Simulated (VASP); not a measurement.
Wanted: the native input for a VASP 6.6.1 run.

- Task: single point
- Functional: PBE
- Potentials or basis: VASP PAW PBE potentials, release 64 (Ca_sv, O)
- Cutoff: 520 eV
- k mesh: 8 × 8 × 8
- Occupations: fermi-dirac, width 0.02 eV
- Spin: no spin polarisation
- Dipole correction: no
- Further INCAR settings: ALGO = Normal; EDIFF = 1e-07; NBANDS = 15

The structure of CaO lies in POSCAR:

```
CaO
1.0
    0.0750738742      2.6067317416      2.6067317416
    2.6067317416      0.0750738742      2.6067317416
    2.6818056158      2.6818056158      0.0000000000
Ca O
1 1
Direct
    0.0050907282      0.0050907282     -0.0050907282
    0.2449092718      0.2449092718      0.2550907282
```

This cell differs from its parent crystal: shear xy strain +5.8%.

One way to write it, as run:

INCAR

```
SYSTEM = CaO
  PREC = Accurate
  ENCUT = 520
  EDIFF = 1E-7
  ISMEAR = -1
  SIGMA = 0.02
  LREAL = .FALSE.
  LASPH = .TRUE.
  NELM = 100
  ALGO = Normal
  ISIF = 2
  LWAVE = .FALSE.
  LCHARG = .FALSE.
  GGA = PE
  NBANDS = 15
```

KPOINTS

```
Automatic mesh
0
G
  8 8 8
  0 0 0
```

Potentials or basis: VASP PAW PBE potentials, release 64 (Ca_sv, O).

Run with:

```bash
$ cat potpaw_PBE.64/Ca_sv/POTCAR potpaw_PBE.64/O/POTCAR > POTCAR
$ mpirun -np 1 vasp_std > vasp.out
```

It gave:

| Quantity | Value |
| --- | --- |
| Pressure | 1.8 GPa |
| Largest force | 0.008 eV/Å |
| Band gap on the k mesh | 3.26 eV, indirect (least direct gap 3.84 eV) |

Caveat: the cell differs from its parent crystal (shear xy strain +5.8%).

It took 38 s on 1 thread of Intel(R) Xeon(R) Platinum 8488C (Sapphire Rapids) (shared host), peak memory 0.19 GiB.
